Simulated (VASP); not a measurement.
# BeS (F-43m) in VASP: single point with PBE

Aim: the single point of BeS with PBE.

All numbers are computed with VASP 6.6.1; they aren't measurements. Logs are shortened: lines on timing, memory, paths and dates and some standing lists are left out, and cuts for length are marked.

### 1 The cell of the first run

The structure is cubic, space group F-43m (No. 216). The conventional cell has a = 4.850 Å, b = 4.850 Å, c = 4.850 Å, α = 90.00°, β = 90.00°, γ = 90.00°. Within 2.8 Å of Be (site symmetry -43m) lie 4 S at 2.10 Å. Within 2.8 Å of S (site symmetry -43m) lie 4 Be at 2.10 Å.

### 2 Single point, PBE

File INCAR:

```
ALGO = Normal ; EDIFF = 1E-6
ENCUT = 520 ; GGA = PE
ISIF = 2 ; ISMEAR = 0
LASPH = T ; LCHARG = F
LREAL = F ; LWAVE = F
NBANDS = 11 ; NELM = 100
PREC = Accurate ; SIGMA = 0.05
```

File KPOINTS:

```
k-points
0
Gamma
  8 8 8
```

File POSCAR:

```
BeS
1.0
    0.0000000000      2.4250000000      2.4250000000
    2.4250000000      0.0000000000      2.4250000000
    2.4250000000      2.4250000000      0.0000000000
Be S
1 1
Direct
    0.0000000000      0.0000000000      0.0000000000
    0.7500000000      0.7500000000      0.7500000000
```

Potentials or basis: VASP PAW PBE potentials, release 64 (Be, S).

The run is started by

```console
cat potpaw_PBE.64/Be/POTCAR potpaw_PBE.64/S/POTCAR > POTCAR
mpirun -np 1 vasp_std > vasp.out
```

OUTCAR:

```text
EDIFF = 1E-6
   ENCUT = 520
   GGA = PE
   ISIF = 2
   ISMEAR = 0
   LASPH = T
   LREAL = F
   NELM = 100
   PREC = Accurate

 ion  position               nearest neighbor table
   1  0.000  0.000  0.000-   2 2.10   2 2.10   2 2.10   2 2.10
   2  0.750  0.750  0.750-   1 2.10   1 2.10   1 2.10   1 2.10

  LATTYP: Found a face centered cubic cell.
 ALAT       =     4.8500000000

  Lattice vectors:

 A1 = (   0.0000000000,   2.4250000000,   2.4250000000)
 A2 = (   2.4250000000,   0.0000000000,   2.4250000000)
 A3 = (   2.4250000000,   2.4250000000,   0.0000000000)

Analysis of symmetry for initial positions (statically):
=====================================================================
 Subroutine PRICEL returns:
 Original cell was already a primitive cell.

 Routine SETGRP: Setting up the symmetry group for a
 face centered cubic supercell.

 Subroutine GETGRP returns: Found 24 space group operations
 (whereof 24 operations were pure point group operations)
 out of a pool of 48 trial point group operations.

The static configuration has the point symmetry T_d .

Analysis of symmetry for dynamics (positions and initial velocities):
=====================================================================
 Subroutine PRICEL returns:
 Original cell was already a primitive cell.

 Routine SETGRP: Setting up the symmetry group for a
 face centered cubic supercell.

 Subroutine GETGRP returns: Found 24 space group operations
 (whereof 24 operations were pure point group operations)
 out of a pool of 48 trial point group operations.

The dynamic configuration has the point symmetry T_d .

 Subroutine INISYM returns: Found 24 space group operations
 (whereof 24 operations are pure point group operations),
 and found     1 'primitive' translations

----------------------------------------------------------------------------------------

                                     Primitive cell

  volume of cell :      28.5210

  direct lattice vectors                    reciprocal lattice vectors
     0.000000000  2.425000000  2.425000000    -0.206185567  0.206185567  0.206185567
     2.425000000  0.000000000  2.425000000     0.206185567 -0.206185567  0.206185567
     2.425000000  2.425000000  0.000000000     0.206185567  0.206185567 -0.206185567

  length of vectors
     3.429467889  3.429467889  3.429467889     0.357123878  0.357123878  0.357123878

  position of ions in fractional coordinates (direct lattice)
     0.000000000  0.000000000  0.000000000
     0.750000000  0.750000000  0.750000000
[... 80 lines left out ...]
   NSW    =      0    number of steps for IOM
   IBRION =     -1    ionic relax: 0-MD 1-quasi-New 2-CG
   NFREE  =      0    steps in history (QN), initial steepest desc. (CG)
   ISIF   =      2    stress and relaxation
   ISYM   =      2    0-nonsym 1-usesym 2-fastsym
   POTIM  = 0.5000    time-step for ionic-motion
   TEBEG  =    0.0;   TEEND  =   0.0 temperature during run
   PSTRESS=    0.0 pullay stress
   NELECT =       8.0000    total number of electrons
   NUPDOWN=      -1.0000    fix difference up-down
   EMIN   =  10.00;   EMAX   =-10.00  energy-range for DOS
   EFERMI =   0.00;   METHOD = LEGACY
   ISMEAR =     0;   SIGMA  =   0.05  broadening in eV -4-tet -1-fermi 0-gaus
   EFERMI_NEDOS =   21; number of points for ismear=-14 and -15
   IALGO  =     38    algorithm
   IMIX   =      4    mixing-type and parameters
     AMIX     =   0.40;   BMIX     =  1.00
     AMIX_MAG =   1.60;   BMIX_MAG =  1.00
  volume/ion in A,a.u.               =      14.26        96.23
  Fermi-wavevector in a.u.,A,eV,Ry     =   1.071642  2.025110 15.625158  1.148417
  Thomas-Fermi vector in A             =   2.207388
   LORBIT       =      0    0 simple, 1 ext, 2 COOP (PROOUT), +10 PAW based schemes
   GGA     = PE    functional components
   LHFCALC =     F    Hartree Fock is set to
   AEXX    =    0.0000 exact exchange contribution
   IVDW    =     0    specifies the selected vdW correction
   LEPSILON=     F    determine dielectric tensor
   LRPA    =     F    only Hartree local field effects (RPA)
 non-spin polarized calculation
 Gauss-broadening in eV      SIGMA  =   0.05
  energy-cutoff  :      520.00
  volume of cell :       28.52
 maximum number of plane-waves:       778
 NGX is ok and might be reduce to    28
   NGX = 13   NGY = 13   NGZ = 13

 number of electron       7.9999999 magnetization

 Free energy of the ion-electron system (eV)
  ---------------------------------------------------
  ext. energy  EPLUGINS =         0.00000000
  ---------------------------------------------------
  free energy    TOTEN  =       -10.01098463 eV

  energy without entropy =      -10.01098463  energy(sigma->0) =      -10.01098463

 E-fermi :   4.4805     XC(G=0):  -9.7308

 val. band max:        4.1749194393   @ k =   0.0000   0.0000   0.0000
 cond. band min:       7.2857171564   @ k =   0.5000   0.5000   0.0000
 fundamental gap:      3.1107977171
 Fermi energy:         4.4805112928

 k-point     1 :       0.0000    0.0000    0.0000
  band No.  band energies     occupation
      1      -9.5179      2.00000
      2       4.1749      2.00000
      3       4.1749      2.00000
      4       4.1749      2.00000
      5       9.8447      0.00000
      6       9.8447      0.00000
      7       9.8447      0.00000
      8      10.0609      0.00000
      9      16.9887      0.00000
     10      16.9887      0.00000
     11      19.0474      0.00000
[... 309 lines left out ...]
 k-point    24 :      -0.3750    0.2500    0.1250
  band No.  band energies     occupation
      1      -7.6318      2.00000
      2      -1.0787      2.00000
      3       1.3994      2.00000
      4       2.3370      2.00000
      5      10.2744      0.00000
      6      10.7664      0.00000
      7      13.3125      0.00000
      8      14.6950      0.00000
      9      15.6292      0.00000
     10      19.5026      0.00000
     11      20.1581      0.00000

 [... further k-points ...]
[... 5 lines left out ...]
  --------------------------------------------------------------------------------------
  -------------------------------------------------------------------------------------
  Total        0.2775756      0.2775756      0.2775756     -0.0000000      0.0000000      0.0000000
  in kB       15.5928905     15.5928905     15.5928905     -0.0000000      0.0000000      0.0000000
  external PRESSURE =      15.5928905 kB  Pullay stress =       0.0000000 kB

 VOLUME and BASIS-vectors are now :
 -----------------------------------------------------------------------------
  energy-cutoff  :      520.00
  volume of cell :       28.52
      direct lattice vectors                 reciprocal lattice vectors
     0.000000000  2.425000000  2.425000000    -0.206185567  0.206185567  0.206185567
     2.425000000  0.000000000  2.425000000     0.206185567 -0.206185567  0.206185567
     2.425000000  2.425000000  0.000000000     0.206185567  0.206185567 -0.206185567

 POSITION                                       TOTAL-FORCE (eV/Angst)
 -----------------------------------------------------------------------------------
      0.00000      0.00000      0.00000        -0.000000     -0.000000      0.000000
      3.63750      3.63750      3.63750         0.000000      0.000000     -0.000000
 -----------------------------------------------------------------------------------
    total drift:                               -0.000000     -0.000000     -0.000000

  FREE ENERGIE OF THE ION-ELECTRON SYSTEM (eV)
  ---------------------------------------------------
  free  energy   TOTEN  =       -10.0109846322 eV

  energy  without entropy=      -10.0109846322  energy(sigma->0) =      -10.01098463
```

stdout:

```text
POSCAR found type information on POSCAR BeS
 POSCAR found :  2 types and       2 ions
 scaLAPACK will be used
 LDA part: xc-table for (Slater+PW92), standard interpolation
 POSCAR, INCAR and KPOINTS ok, starting setup
 FFT: planning ... GRIDC
 FFT: planning ... GRID_SOFT
 FFT: planning ... GRID
 WAVECAR not read
 entering main loop
```

Run time: 6.1 s. Hardware: 1 thread of Intel Xeon 6975P-C (Granite Rapids), shared host; peak memory 0.14 GiB.

What came out:

```yaml
Free_energy: -10.0110 eV
Pressure: 1.6 GPa
Band_gap_on_the_k_mesh: 3.11 eV, indirect (least direct gap 5.67 eV)
```

A k mesh can miss the band edges.
